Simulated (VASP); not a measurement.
Here is a VASP 6.6.1 calculation.

The input INCAR:

```
SYSTEM = Nb
ALGO = Normal
EDIFF = 1E-6
ENCUT = 500
GGA = RP
GGA_COMPAT = .FALSE.
ISIF = 2
ISMEAR = 0
LASPH = .TRUE.
LCHARG = .TRUE.
LELF = .TRUE.
LREAL = .FALSE.
LVHAR = .TRUE.
LWAVE = .FALSE.
NBANDS = 12
NELM = 120
PREC = Accurate
SIGMA = 0.1
```

File KPOINTS:

```
k-points
0
G
  9 9 9
  0 0 0
```

The input POSCAR:

```
Nb
1.0
    0.0000000000      2.0860138482      2.0860138482
    2.0860138482      0.0000000000      2.0860138482
    2.0860138482      2.0860138482      0.0000000000
Nb
1
Direct
    0.0000000000      0.0000000000      0.0000000000
```

Potentials or basis: VASP PAW PBE potentials, release 64 (Nb_sv).

Command:

```sh
$ cat potpaw_PBE.64/Nb_sv/POTCAR > POTCAR
$ mpirun -np 1 vasp_std > vasp.out
```

Question: What does it give for the pressure?

Answer: 9.6 GPa.

Question: Estimate the band gap on the k mesh.

Answer: Zero (an odd number of electrons rules out a gap without spin polarisation).

Caveat: the cell stands under pressure; the PAW data sets were made with another functional, which shifts forces and pressure a little.
